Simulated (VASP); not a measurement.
# Ta (I4/mmm) in VASP: notebook

Ta is run at these levels: PBE; tasks: single point.

All numbers are computed with VASP 6.6.1; they aren't measurements. Logs are shortened: lines on timing, memory, paths and dates and some standing lists are left out, and cuts for length are marked.

## 1. The cell of the first run

The structure is tetragonal, space group I4/mmm (No. 139). The conventional cell has a = 3.317 Å, b = 3.317 Å, c = 3.124 Å, α = 90.00°, β = 90.00°, γ = 90.00°. Within 3.7 Å of Ta (site symmetry 4/mmm) lie 14 Ta at 2.82 to 3.32 Å.

## 2. Single point, PBE (17.18 Å³/atom)

INCAR

```
SYSTEM = Ta
PREC     = Accurate       ! precision mode
ENCUT    = 520            ! plane-wave cutoff, eV
EDIFF    = 1E-7           ! SCF threshold, eV
ISMEAR   = 0              ! smearing method
SIGMA    = 0.15           ! smearing width, eV
LREAL    = .False.        ! projectors in reciprocal space
LASPH    = .True.         ! aspherical terms in the spheres
NELM     = 60             ! most SCF steps
ALGO     = Normal         ! electronic algorithm
ISIF     = 2              ! what is computed and relaxed
LWAVE    = .False.        ! write WAVECAR
LCHARG   = .False.        ! write CHGCAR
GGA      = PE             ! functional
NBANDS   = 12             ! bands
```

KPOINTS

```
Automatic mesh
0
Gamma
  20 20 20
  0 0 0
```

POSCAR

```
Ta
1.0
   -1.6582984647      1.6582984647      1.5621171538
    1.6582984647     -1.6582984647      1.5621171538
    1.6582984647      1.6582984647     -1.5621171538
Ta
1
Direct
    0.0000000000      0.0000000000      0.0000000000
```

Potentials or basis: VASP PAW PBE potentials, release 64 (Ta_pv).

The run is started by

```console
$ cat potpaw_PBE.64/Ta_pv/POTCAR > POTCAR
$ mpirun -np 1 vasp_std > vasp.out
```

OUTCAR:

```text
SYSTEM = Ta
   PREC = Accurate
   ENCUT = 520
   EDIFF = 1E-7
   ISMEAR = 0
   LREAL = .False.
   LASPH = .True.
   NELM = 60
   ISIF = 2
   GGA = PE

 ion  position               nearest neighbor table
   1  0.000  0.000  0.000-

  LATTYP: Found a body centered tetragonal cell.
 ALAT       =     3.3165969294
 C/A-ratio  =     0.9420000000

  Lattice vectors:

 A1 = (  -1.6582984647,   1.6582984647,   1.5621171538)
 A2 = (   1.6582984647,  -1.6582984647,   1.5621171538)
 A3 = (   1.6582984647,   1.6582984647,  -1.5621171538)

Analysis of symmetry for initial positions (statically):
=====================================================================
 Subroutine PRICEL returns:
 Original cell was already a primitive cell.

 Routine SETGRP: Setting up the symmetry group for a
 body centered tetragonal supercell.

 Subroutine GETGRP returns: Found 16 space group operations
 (whereof 16 operations were pure point group operations)
 out of a pool of 16 trial point group operations.

The static configuration has the point symmetry D_4h.

Analysis of symmetry for dynamics (positions and initial velocities):
=====================================================================
 Subroutine PRICEL returns:
 Original cell was already a primitive cell.

 Routine SETGRP: Setting up the symmetry group for a
 body centered tetragonal supercell.

 Subroutine GETGRP returns: Found 16 space group operations
 (whereof 16 operations were pure point group operations)
 out of a pool of 16 trial point group operations.

The dynamic configuration has the point symmetry D_4h.

 Subroutine INISYM returns: Found 16 space group operations
 (whereof 16 operations are pure point group operations),
 and found     1 'primitive' translations

----------------------------------------------------------------------------------------

                                     Primitive cell

  volume of cell :      17.1830

  direct lattice vectors                    reciprocal lattice vectors
    -1.658298465  1.658298465  1.562117154     0.000000000  0.301513877  0.320078426
     1.658298465 -1.658298465  1.562117154     0.301513877  0.000000000  0.320078426
     1.658298465  1.658298465 -1.562117154     0.301513877  0.301513877  0.000000000

  length of vectors
     2.817821428  2.817821428  2.817821428     0.439728117  0.439728117  0.426405015

  position of ions in fractional coordinates (direct lattice)
     0.000000000  0.000000000  0.000000000

  ion indices of the primitive-cell ions
   primitive index   ion index
                 1           1

----------------------------------------------------------------------------------------

 KPOINTS: Automatic mesh

Automatic generation of k-mesh.
 Grid dimensions read from file:
 generate k-points for:   20   20   20

 Generating k-lattice:

  Cartesian coordinates                     Fractional coordinates (reciprocal lattice)
     0.000000000  0.015075694  0.016003921     0.050000000  0.000000000  0.000000000
     0.015075694  0.000000000  0.016003921     0.000000000  0.050000000  0.000000000
     0.015075694  0.015075694  0.000000000     0.000000000  0.000000000  0.050000000

  Length of vectors
     0.021986406  0.021986406  0.021320251

  Shift w.r.t. Gamma in fractional coordinates (k-lattice)
     0.000000000  0.000000000  0.000000000

 Subroutine IBZKPT returns following result:
 ===========================================

 Found    641 irreducible k-points:

 Following reciprocal coordinates:
            Coordinates               Weight
  0.000000  0.000000  0.000000      1.000000
  0.050000  0.000000  0.000000      8.000000
  0.100000  0.000000  0.000000      8.000000
  0.150000  0.000000  0.000000      8.000000
  0.200000  0.000000  0.000000      8.000000
  0.250000 -0.000000  0.000000      8.000000
[... 16 lines left out ...]
 -0.400000  0.050000  0.000000     16.000000
 -0.350000  0.050000  0.000000     16.000000
 [... further k-points ...]
   k-points           NKPTS =    641   k-points in BZ     NKDIM =    641   number of bands    NBANDS=     12
   number of dos      NEDOS =    301   number of ions     NIONS =      1
   total plane-waves  NPLWV =  13824
   dimension x,y,z NGX =    24 NGY =   24 NGZ =   24
   dimension x,y,z NGXF=    48 NGYF=   48 NGZF=   48
   ions per type =               1
   NGX,Y,Z   is equivalent  to a cutoff of  14.16, 14.16, 14.16 a.u.
   NGXF,Y,Z  is equivalent  to a cutoff of  28.32, 28.32, 28.32 a.u.
 SYSTEM =  Ta
   PREC   = accura    normal or accurate (medium, high low for compatibility)
   ISTART =      0    job   : 0-new  1-cont  2-samecut
   ICHARG =      2    charge: 1-file 2-atom 10-const
   ISPIN  =      1    spin polarized calculation?
   LNONCOLLINEAR =      F non collinear calculations
   LSORBIT =      F    spin-orbit coupling
   LASPH  =      T    aspherical Exc in radial PAW
   ENCUT  =  520.0 eV  38.22 Ry    6.18 a.u.   5.24  5.24  5.24*2*pi/ulx,y,z
   NELM   =     60;   NELMIN=  2; NELMDL= -5     # of ELM steps
   EDIFF  = 0.1E-06   stopping-criterion for ELM
   LREAL  =      F    real-space projection
   EDIFFG = 0.1E-05   stopping-criterion for IOM
   NSW    =      0    number of steps for IOM
   IBRION =     -1    ionic relax: 0-MD 1-quasi-New 2-CG
   NFREE  =      0    steps in history (QN), initial steepest desc. (CG)
   ISIF   =      2    stress and relaxation
   ISYM   =      2    0-nonsym 1-usesym 2-fastsym
   POTIM  = 0.5000    time-step for ionic-motion
   TEBEG  =    0.0;   TEEND  =   0.0 temperature during run
   PSTRESS=    0.0 pullay stress
   NELECT =      11.0000    total number of electrons
   NUPDOWN=      -1.0000    fix difference up-down
   EMIN   =  10.00;   EMAX   =-10.00  energy-range for DOS
   EFERMI =   0.00;   METHOD = LEGACY
   ISMEAR =     0;   SIGMA  =   0.15  broadening in eV -4-tet -1-fermi 0-gaus
   EFERMI_NEDOS =   21; number of points for ismear=-14 and -15
   IALGO  =     38    algorithm
   IMIX   =      4    mixing-type and parameters
     AMIX     =   0.40;   BMIX     =  1.00
     AMIX_MAG =   1.60;   BMIX_MAG =  1.00
  volume/ion in A,a.u.               =      17.18       115.96
  Fermi-wavevector in a.u.,A,eV,Ry     =   1.410932  2.666275 27.085511  1.990729
  Thomas-Fermi vector in A             =   2.532835
   LORBIT       =      0    0 simple, 1 ext, 2 COOP (PROOUT), +10 PAW based schemes
   GGA     = PE    functional components
   LHFCALC =     F    Hartree Fock is set to
   AEXX    =    0.0000 exact exchange contribution
   IVDW    =     0    specifies the selected vdW correction
   LEPSILON=     F    determine dielectric tensor
   LRPA    =     F    only Hartree local field effects (RPA)
 non-spin polarized calculation
 Gauss-broadening in eV      SIGMA  =   0.15
  energy-cutoff  :      520.00
  volume of cell :       17.18
 maximum number of plane-waves:       476
 NGX is ok and might be reduce to    24
   NGX = 11   NGY = 11   NGZ = 11

 number of electron      11.0000000 magnetization

 Free energy of the ion-electron system (eV)
  ---------------------------------------------------
  ext. energy  EPLUGINS =         0.00000000
  ---------------------------------------------------
  free energy    TOTEN  =       -11.75690513 eV

  energy without entropy =      -11.74182162  energy(sigma->0) =      -11.74936338

 E-fermi :   5.8846     XC(G=0): -12.8600

 val. band max:        5.8834206781   @ k =  -0.2500   0.1500   0.0500
 cond. band min:       5.8856403319   @ k =  -0.2000  -0.4000   0.2000
 fundamental gap:      0.0022196538
 Fermi energy:         5.8845971850

 k-point     1 :       0.0000    0.0000    0.0000
  band No.  band energies     occupation
      1     -27.0094      2.00000
      2     -27.0094      2.00000
      3     -26.9925      2.00000
      4      -2.2192      2.00000
      5       6.0929      0.04952
      6       6.9242      0.00000
      7       6.9242      0.00000
      8       9.4366      0.00000
      9      10.5937      0.00000
     10      20.7378      0.00000
     11      20.7662      0.00000
     12      20.7662      0.00000

 k-point     2 :       0.0500    0.0000    0.0000
  band No.  band energies     occupation
      1     -27.0393      2.00000
      2     -27.0210      2.00000
      3     -27.0007      2.00000
      4      -2.0971      2.00000
      5       6.1096      0.03389
      6       6.8907      0.00000
      7       6.9380      0.00000
      8       9.4231      0.00000
      9      10.4803      0.00000
     10      20.7377      0.00000
     11      20.9850      0.00000
     12      20.9991      0.00000

 k-point     3 :       0.1000    0.0000    0.0000
  band No.  band energies     occupation
      1     -27.1439      2.00000
      2     -27.0544      2.00000
      3     -27.0052      2.00000
      4      -1.7417      2.00000
      5       6.0424      0.13675
      6       6.7637      0.00000
      7       7.1132      0.00000
      8       9.3961      0.00000
      9      10.2459      0.00000
     10      20.7375      0.00000
     11      21.5167      0.00000
     12      21.6212      0.00000
[... 286 lines left out ...]
 k-point    23 :      -0.4000    0.0500    0.0000
  band No.  band energies     occupation
      1     -28.1734      2.00000
      2     -27.4064      2.00000
      3     -27.0491      2.00000
      4       1.3446      2.00000
      5       4.2636      2.00000
      6       6.3567      0.00001
      7      10.1628      0.00000
      8      10.8290      0.00000
      9      12.3812      0.00000
     10      18.9610      0.00000
     11      20.6389      0.00000
     12      20.8970      0.00000

 k-point    24 :      -0.3500    0.0500    0.0000
  band No.  band energies     occupation
      1     -28.0143      2.00000
      2     -27.3481      2.00000
      3     -27.0424      2.00000
      4       1.1128      2.00000
      5       4.5307      2.00000
      6       5.8354      1.35719
      7      10.0054      0.00000
      8      10.4898      0.00000
      9      11.1940      0.00000
     10      19.8140      0.00000
     11      20.7345      0.00000
     12      22.3002      0.00000

 [... further k-points ...]
[... 5 lines left out ...]
  --------------------------------------------------------------------------------------
  -------------------------------------------------------------------------------------
  Total        1.2753914      1.2753914      2.0465514      0.0000000      0.0000000      0.0000000
  in kB      118.9200510    118.9200510    190.8245542      0.0000000      0.0000000      0.0000000
  external PRESSURE =     142.8882187 kB  Pullay stress =       0.0000000 kB

 VOLUME and BASIS-vectors are now :
 -----------------------------------------------------------------------------
  energy-cutoff  :      520.00
  volume of cell :       17.18
      direct lattice vectors                 reciprocal lattice vectors
    -1.658298465  1.658298465  1.562117154     0.000000000  0.301513877  0.320078426
     1.658298465 -1.658298465  1.562117154     0.301513877  0.000000000  0.320078426
     1.658298465  1.658298465 -1.562117154     0.301513877  0.301513877  0.000000000

 POSITION                                       TOTAL-FORCE (eV/Angst)
 -----------------------------------------------------------------------------------
      0.00000      0.00000      0.00000         0.000000      0.000000     -0.000000
 -----------------------------------------------------------------------------------
    total drift:                                0.000000      0.000000      0.000000

  FREE ENERGIE OF THE ION-ELECTRON SYSTEM (eV)
  ---------------------------------------------------
  free  energy   TOTEN  =       -11.7569051328 eV

  energy  without entropy=      -11.7418216224  energy(sigma->0) =      -11.74936338
```

It took 1.9 min on 1 thread of Intel Xeon 8259CL, shared host; peak memory 0.25 GiB.

What came out:

* Free energy: -11.7569 eV
* Pressure: 14.3 GPa
* Band gap on the k mesh: zero (an odd number of electrons rules out a gap without spin polarisation)

Levels at points of the mesh, in eV from the Fermi level:
```tsv
k point	band 1	band 2	band 3	band 4	band 5	band 6	band 7	band 8	band 9	band 10
(0.00, 0.00, 0.00)	-32.89	-32.89	-32.88	-8.10	0.21	1.04	1.04	3.55	4.71	14.85
(0.50, 0.00, 0.00)	-34.25	-33.35	-32.93	-4.59	-1.95	1.98	4.17	5.66	8.27	12.08
(0.50, 0.50, 0.00)	-34.27	-33.27	-32.87	-4.62	-1.10	1.51	3.35	4.80	8.13	12.24
(0.50, 0.50, 0.50)	-33.89	-33.89	-33.71	-4.19	-4.01	7.15	7.15	7.41	8.58	8.58
```

Caveat: the stress differs along the axes, from 12 to 19 GPa; spin-orbit coupling is left out, which moves the levels of the heavy elements.

## 3. Single point, PBE (17.55 Å³/atom)

This run uses another cell than the first one, of 17.55 Å³/atom.

INCAR

```
ALGO     = Normal         # electronic algorithm
EDIFF    = 1E-7           # SCF threshold, eV
ENCUT    = 520            # plane-wave cutoff, eV
GGA      = PE             # functional
ISIF     = 2              # what is computed and relaxed
ISMEAR   = 0              # smearing method
LASPH    = True           # aspherical terms in the spheres
LCHARG   = True           # write CHGCAR
LELF     = True           # ELF
LREAL    = False          # projectors in reciprocal space
LVHAR    = True         
LWAVE    = False          # write WAVECAR
NBANDS   = 12             # bands
NELM     = 60             # most SCF steps
PREC     = Accurate       # precision mode
SIGMA    = 0.15           # smearing width, eV
```

KPOINTS

```
k-points
0
Gamma
  20 20 20
```

POSCAR

```
Ta
1.0
   -1.6047614791      1.6047614791      1.7036147862
    1.6047614791     -1.6047614791      1.7036147862
    1.6047614791      1.6047614791     -1.7036147862
Ta
1
Direct
    0.0000000000      0.0000000000      0.0000000000
```

Potentials or basis: VASP PAW PBE potentials, release 64 (Ta_pv).

The run is started by

```console
$ cat potpaw_PBE.64/Ta_pv/POTCAR > POTCAR
$ mpirun -np 1 vasp_std > vasp.out
```

It took 95 s on 1 thread of Intel Xeon 8259CL, shared host; peak memory 0.25 GiB.

Results (log left out):

```
Free energy            : -11.7838 eV
Pressure               : 9.2 GPa
Band gap on the k mesh : zero (an odd number of electrons rules out a gap without spin polarisation)
```

Stress tensor (GPa, compression positive):
```
11.57  0.00  0.00
 0.00 11.57  0.00
 0.00  0.00  4.53
```

Levels at points of the mesh, in eV from the Fermi level:
```
           k point  band 3  band 4  band 5  band 6  band 7  band 8
(0.00, 0.00, 0.00)  -32.97   -8.03    0.51    0.51    1.26    3.54
(0.50, 0.00, 0.00)  -32.98   -4.51   -1.34    1.56    3.43    5.11
(0.50, 0.50, 0.00)  -33.03   -4.49   -2.13    2.01    4.68    5.42
(0.50, 0.50, 0.50)  -33.81   -4.07   -3.87    6.88    7.14    7.14
```

Caveat: the stress differs along the axes, from 5 to 12 GPa; spin-orbit coupling is left out, which moves the levels of the heavy elements.

## 4. Single point, PBE (16.82 Å³/atom)

This run uses another cell than the first one, of 16.82 Å³/atom.

INCAR is that of step 3.

KPOINTS is that of step 3.

POSCAR

```
Ta
1.0
   -1.5821627267      1.5821627267      1.6796239506
    1.5821627267     -1.5821627267      1.6796239506
    1.5821627267      1.5821627267     -1.6796239506
Ta
1
Direct
    0.0000000000      0.0000000000      0.0000000000
```

The run is started by

```console
$ cat potpaw_PBE.64/Ta_pv/POTCAR > POTCAR
$ mpirun -np 1 vasp_std > vasp.out
```

Wall time 2.6 min (1 thread of Intel Xeon 8259CL, shared host); peak memory 0.25 GiB.

Results (log left out):

```
Free energy            : -11.7182 eV
Pressure               : 19.8 GPa
Band gap on the k mesh : zero (an odd number of electrons rules out a gap without spin polarisation)
```

Stress tensor (GPa, compression positive):
```
22.44  0.00  0.00
 0.00 22.44  0.00
 0.00  0.00 14.50
```

Levels at points of the mesh, in eV from the Fermi level:
```
           k point  band 3  band 4  band 5  band 6  band 7  band 8
(0.00, 0.00, 0.00)  -32.80   -8.18    0.50    0.50    1.29    3.65
(0.50, 0.00, 0.00)  -32.81   -4.71   -1.46    1.78    3.58    5.35
(0.50, 0.50, 0.00)  -32.87   -4.70   -2.28    2.25    4.91    5.68
(0.50, 0.50, 0.50)  -33.75   -4.34   -4.14    7.24    7.51    7.51
```

Caveat: the stress differs along the axes, from 15 to 22 GPa; spin-orbit coupling is left out, which moves the levels of the heavy elements.

(Part 1 of 2 ends here.)
